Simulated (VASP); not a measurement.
Wanted: the native input for a VASP 6.6.1 run.

- Task: single point
- Functional: PBEsol
- Potentials or basis: VASP PAW PBE potentials, release 64 (Mo_sv, Se)
- Cutoff: 520 eV
- k mesh: 10 × 10 × 6
- Occupations: gaussian, width 0.05 eV
- Spin: collinear spin
- Starting moments: [0.05, 0.05, 0.0, 0.0] μB
- Dipole correction: no
- Further INCAR settings: ALGO = Normal; EDIFF = 1e-07; NBANDS = 32

The structure of MoSe lies in POSCAR:

```
MoSe
1.0
    4.0730809121      0.0000000000      0.0000000000
   -2.0365404561      3.5273915416      0.0000000000
    0.0000000000      0.0000000000      5.0985318699
Mo Se
2 2
Direct
    0.0000000000      0.0000000000      0.0000000000
    0.0000000000      0.0000000000      0.5000000000
    0.3333333333      0.6666666667      0.2500000000
    0.6666666667      0.3333333333      0.7500000000
```

These files were run (other wordings do the same):

INCAR

```
SYSTEM = MoSe
PREC = Accurate ; ENCUT = 520
EDIFF = 1E-7 ; ISMEAR = 0
SIGMA = 0.05 ; LREAL = .False.
LASPH = .True. ; NELM = 150
ALGO = Normal ; ISIF = 2
LWAVE = .False. ; LCHARG = .True.
ISPIN = 2 ; MAGMOM = 0.05 0.05 0 0
LORBIT = 11 ; LMAXMIX = 4
GGA = PS ; LELF = .True.
LVHAR = .True. ; NBANDS = 32
```

KPOINTS

```
regular mesh
0
Gamma
  10 10 6
  0 0 0
```

Potentials or basis: VASP PAW PBE potentials, release 64 (Mo_sv, Se).

Launch:

```bash
$ cat potpaw_PBE.64/Mo_sv/POTCAR potpaw_PBE.64/Se/POTCAR > POTCAR
$ mpirun -np 1 vasp_std > vasp.out
```

Results of the run:

```yaml
Pressure: -5.5 GPa
Band_gap_on_the_k_mesh: zero (filled and empty bands overlap)
Net_moment: 0.00 μB per cell
Valence_electrons_inside_the_program's_atomic_spheres: Mo 12.50; Se 3.86
```

Caveat: the cell stands under tension; the PAW data sets were made with another functional, which shifts forces and pressure a little.

Wall time 120 s on 1 thread of Intel(R) Xeon(R) 6975P-C (Granite Rapids), with other jobs on the host, peak memory 0.33 GiB.
